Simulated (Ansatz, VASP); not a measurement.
Two plane-wave programs on Rh

```
CELL_PARAMETERS angstrom
2.21881 0.00000 0.00000
-1.10941 2.42782 0.00000
0.00000 0.00000 9.62024
ATOMIC_POSITIONS crystal
Rh 0.00000 0.00000 0.00000
Rh 0.33333 0.66667 0.25000
Rh 0.00000 0.00000 0.50000
Rh 0.66667 0.33333 0.75000
```

Change from the starting cell: strain +e along x and -e along y -0.1100, strain +e along z and -e/2 along x and y +0.1100.

Alike in both runs: task single point; functional LDA; k mesh 18 × 18 × 6; occupations gaussian, width 0.15 eV; no spin polarisation.

|  | VASP | Ansatz |
| --- | --- | --- |
| version | VASP 6.6.1 | Ansatz 0.2.0 |
| potentials or method | VASP PAW LDA potentials, release 64 (Rh_pv), cutoff 520 eV | scalar-relativistic, plane waves, PAW |
| valence electrons in the cell | 60 | 68 |

```csv
,VASP,Ansatz,Ansatz less VASP
gap on the k mesh at the Fermi level (eV),none,none,-
pressure (GPa),41.4,40.1,-1.30
"traceless stress, the component that is largest in VASP (GPa)",92.87,91.71,-1.165
rms of the force components (eV/Å),0.143,0.139,-0.0037
```

Ansatz warns that its potentials were made for another functional, while VASP's fit it. LDA's correlation is that of Perdew and Zunger in VASP and of Perdew and Wang (1992) in Ansatz. Atom by atom the forces differ by 0.004 eV/Å (rms over components). A gap of «none» marks a metal or a gap that the smearing closes. Both programs put the cell under a high pressure, so it lies far from rest at this level. VASP's potentials hold 60 valence electrons a cell and Ansatz's 68, so a difference there can come from the potentials and not from the codes.
